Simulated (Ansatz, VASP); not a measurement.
KF: VASP beside Ansatz

```xyz
2
Lattice="0.0595 2.7972 2.7972 2.7972 0.0595 2.7972 2.7972 2.7972 0.0595" Properties=species:S:1:pos:R:3 pbc="T T T"
K     0.0000    0.0000    0.0000
F     2.8270    2.8270    2.8270
```

Alike in both runs: task single point; functional PBE; k mesh 8 × 8 × 8; occupations gaussian, width 0.05 eV; no spin polarisation.

|  | VASP | Ansatz |
| --- | --- | --- |
| version | VASP 6.6.1 | Ansatz 0.2.0 |
| potentials or method | VASP PAW PBE potentials, release 64 (K_sv, F), cutoff 520 eV | scalar-relativistic, plane waves, PAW |
| valence electrons in the cell | 16 | 16 |

```csv
,VASP,Ansatz,Ansatz less VASP
gap on the k mesh at the Fermi level (eV),5.63,5.64,+0.014
least direct gap on the mesh (eV),5.63,5.64,+0.014
pressure (GPa),-1.6,-1.6,+0.02
"traceless stress, the component that is largest in VASP (GPa)",-0.31,-0.32,-0.002
```
